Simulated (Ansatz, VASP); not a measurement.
## Tl: VASP beside Ansatz

```
Tl
1.0
     3.38688    0.00000    0.00000
    -1.69344    2.93312    0.00000
     0.00000    0.00000    5.52500
Tl
2
Direct
  0.66667 0.33333 0.75000
  0.33333 0.66667 0.25000
```

Alike in both runs: task single point; functional PBE; k mesh 8 × 8 × 4; occupations fermi-dirac, width 0.05 eV; no spin polarisation.

|  | VASP | Ansatz |
| --- | --- | --- |
| version | VASP 6.6.1 | Ansatz 0.2.0 |
| potentials or method | VASP PAW PBE potentials, release 64 (Tl_d) | Ansatz PAW |
| plane-wave cutoff (eV) | 520 | 420 |
| valence electrons in the cell | 26 | 26 |

|  | VASP | Ansatz | Ansatz less VASP |
| --- | --- | --- | --- |
| gap on the k mesh at the Fermi level (eV) | none | none | - |
| pressure (GPa) | 5.6 | 5.7 | +0.06 |
| traceless stress, the component that is largest in VASP (GPa) | 0.16 | 0.17 | +0.013 |

A gap of «none» marks a metal or a gap that the smearing closes.

Neither program's run includes spin-orbit coupling.
